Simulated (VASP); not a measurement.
# CoSi2 (fluorite type) (Fm-3m) in VASP: notebook, part 2 of 2

VASP 6.6.1.

## Step 4: Single point, PBE

INCAR reads:

```
ALGO     = Normal         # electronic algorithm
EDIFF    = 1E-6           # SCF threshold, eV
ENCUT    = 520            # plane-wave cutoff, eV
GGA      = PE             # functional
ISIF     = 2              # what is computed and relaxed
ISMEAR   = -1             # smearing method
LASPH    = T              # aspherical terms in the spheres
LCHARG   = T              # write CHGCAR
LELF     = T              # ELF
LREAL    = F              # projectors in reciprocal space
LVHAR    = T            
LWAVE    = F              # write WAVECAR
NBANDS   = 16             # bands
NELM     = 60             # most SCF steps
PREC     = Accurate       # precision mode
SIGMA    = 0.1            # smearing width, eV
```

KPOINTS reads:

```
k-points
0
Gamma
  11 11 11
```

POSCAR reads:

```
CoSi2
1.0
    0.0000000000      2.6799488231      2.6799488231
    2.6799488231      0.0000000000      2.6799488231
    2.6799488231      2.6799488231      0.0000000000
Co Si
1 2
Direct
    0.0000000000      0.0000000000      0.0000000000
    0.2500000000      0.2500000000      0.2500000000
    0.7500000000      0.7500000000      0.7500000000
```

Potentials or basis: VASP PAW PBE potentials, release 64 (Co, Si).

Command:

```console
$ cat potpaw_PBE.64/Co/POTCAR potpaw_PBE.64/Si/POTCAR > POTCAR
$ mpirun -np 1 vasp_std > vasp.out
```

OUTCAR:

```text
EDIFF = 1E-6
   ENCUT = 520
   GGA = PE
   ISIF = 2
   ISMEAR = -1
   LASPH = T
   LREAL = F
   NELM = 60
   PREC = Accurate

 ion  position               nearest neighbor table
   1  0.000  0.000  0.000-   3 2.32   3 2.32   3 2.32   2 2.32   3 2.32   2 2.32   2 2.32   2 2.32

   2  0.250  0.250  0.250-   1 2.32   1 2.32   1 2.32   1 2.32   3 2.68   3 2.68   3 2.68   3 2.68
                             3 2.68   3 2.68
   3  0.750  0.750  0.750-   1 2.32   1 2.32   1 2.32   1 2.32   2 2.68   2 2.68   2 2.68   2 2.68
                             2 2.68   2 2.68

  LATTYP: Found a face centered cubic cell.
 ALAT       =     5.3598976462

  Lattice vectors:

 A1 = (   0.0000000000,   2.6799488231,   2.6799488231)
 A2 = (   2.6799488231,   0.0000000000,   2.6799488231)
 A3 = (   2.6799488231,   2.6799488231,   0.0000000000)

Analysis of symmetry for initial positions (statically):
=====================================================================
 Subroutine PRICEL returns:
 Original cell was already a primitive cell.

 Routine SETGRP: Setting up the symmetry group for a
[... 170 lines left out ...]

 val. band max:       10.0368820807   @ k =  -0.2727   0.2727   0.0000
 cond. band min:      10.0721038151   @ k =   0.3636   0.1818   0.0000
 fundamental gap:      0.0352217344
 Fermi energy:        10.0676119512

 k-point     1 :       0.0000    0.0000    0.0000
  band No.  band energies     occupation
      1      -3.0443      2.00000
      2       5.9949      2.00000
      3       5.9949      2.00000
      4       5.9949      2.00000
      5       8.1617      2.00000
      6       8.1617      2.00000
[... 433 lines left out ...]
      3       5.6374      2.00000
      4       6.6368      2.00000
      5       7.5510      2.00000
      6       8.2813      2.00000
[... 8 lines left out ...]
     15      17.1100      0.00000
     16      19.9482      0.00000

 [... further k-points ...]

------------------------ aborting loop because EDIFF is reached ----------------------------------------

  FORCE on cell =-STRESS in cart. coord.  units (eV):
  Direction    XX          YY          ZZ          XY          YZ          ZX
  --------------------------------------------------------------------------------------
  -------------------------------------------------------------------------------------
  Total       -0.0439022     -0.0439022     -0.0439022     -0.0000000     -0.0000000     -0.0000000
  in kB       -1.8272062     -1.8272062     -1.8272062     -0.0000000     -0.0000000     -0.0000000
  external PRESSURE =      -1.8272062 kB  Pullay stress =       0.0000000 kB

 VOLUME and BASIS-vectors are now :
 -----------------------------------------------------------------------------
  energy-cutoff  :      520.00
  volume of cell :       38.50
      direct lattice vectors                 reciprocal lattice vectors
     0.000000000  2.679948823  2.679948823    -0.186570727  0.186570727  0.186570727
     2.679948823  0.000000000  2.679948823     0.186570727 -0.186570727  0.186570727
     2.679948823  2.679948823  0.000000000     0.186570727  0.186570727 -0.186570727

 POSITION                                       TOTAL-FORCE (eV/Angst)
 -----------------------------------------------------------------------------------
      0.00000      0.00000      0.00000         0.000000     -0.000000      0.000000
      1.33997      1.33997      1.33997        -0.000000     -0.000000     -0.000000
      4.01992      4.01992      4.01992         0.000000      0.000000      0.000000
 -----------------------------------------------------------------------------------
    total drift:                               -0.000000     -0.000000      0.000000

  FREE ENERGIE OF THE ION-ELECTRON SYSTEM (eV)
  ---------------------------------------------------
  free  energy   TOTEN  =       -19.3128399466 eV

  energy  without entropy=      -19.2781900989  energy(sigma->0) =      -19.29551502
```

OSZICAR:

```text
N       E                     dE             d eps       ncg     rms          rms(c)
DAV:   1     0.592162896085E+02    0.59216E+02   -0.67286E+03  1816   0.997E+02
DAV:   2    -0.177467053426E+02   -0.76963E+02   -0.67724E+02  2088   0.199E+02
DAV:   3    -0.206874913088E+02   -0.29408E+01   -0.28958E+01  2288   0.435E+01
DAV:   4    -0.207378999171E+02   -0.50409E-01   -0.50379E-01  2232   0.551E+00
DAV:   5    -0.207394810776E+02   -0.15812E-02   -0.15811E-02  2264   0.975E-01    0.144E+01
DAV:   6    -0.245154268940E+02   -0.37759E+01   -0.24830E+01  1920   0.104E+02    0.181E+01
DAV:   7    -0.193395698108E+02    0.51759E+01   -0.11225E+01  2264   0.811E+01    0.317E+00
DAV:   8    -0.193460630718E+02   -0.64933E-02   -0.76759E-01  2144   0.587E+00    0.194E+00
DAV:   9    -0.193128906963E+02    0.33172E-01   -0.90934E-02  2120   0.563E+00    0.498E-01
DAV:  10    -0.193130905424E+02   -0.19985E-03   -0.73550E-03  2456   0.140E+00    0.164E-01
DAV:  11    -0.193128093342E+02    0.28121E-03   -0.10386E-03  2368   0.611E-01    0.338E-02
DAV:  12    -0.193128420554E+02   -0.32721E-04   -0.99233E-05  2104   0.725E-02    0.193E-02
DAV:  13    -0.193128395988E+02    0.24566E-05   -0.83118E-06  2320   0.454E-02    0.835E-03
DAV:  14    -0.193128399466E+02   -0.34777E-06   -0.81486E-07  1248   0.101E-02
   1 F= -.19312840E+02 E0= -.19295515E+02  d E =-.346498E-01
```

stdout:

```text
POSCAR found type information on POSCAR CoSi
 POSCAR found :  2 types and       3 ions
 scaLAPACK will be used
 LDA part: xc-table for (Slater+PW92), standard interpolation
 POSCAR, INCAR and KPOINTS ok, starting setup
 FFT: planning ... GRIDC
 FFT: planning ... GRID_SOFT
 FFT: planning ... GRID
 WAVECAR not read
 entering main loop
```

Wall time 34 s (1 thread of Intel Xeon Platinum 8259CL at 2.50GHz (Skylake/Cascade Lake), shared host); peak memory 0.17 GiB.

What came out:

- Free energy: -19.3128 eV
- Pressure: -0.2 GPa
- Band gap on the k mesh: zero (an odd number of electrons rules out a gap without spin polarisation)

Levels at points of the mesh, in eV from the Fermi level:
```
           k point  band 6  band 7  band 8  band 9  band 10  band 11  band 12  band 13
(0.00, 0.00, 0.00)   -1.91    0.73    3.39    3.39     3.39     3.44     3.44     3.44
```

Caveat: an odd number of electrons without spin polarisation forces a metal; a magnetic or distorted state may lie lower.

The gap in the log of VASP goes by the Fermi energy; the results here count the filled bands.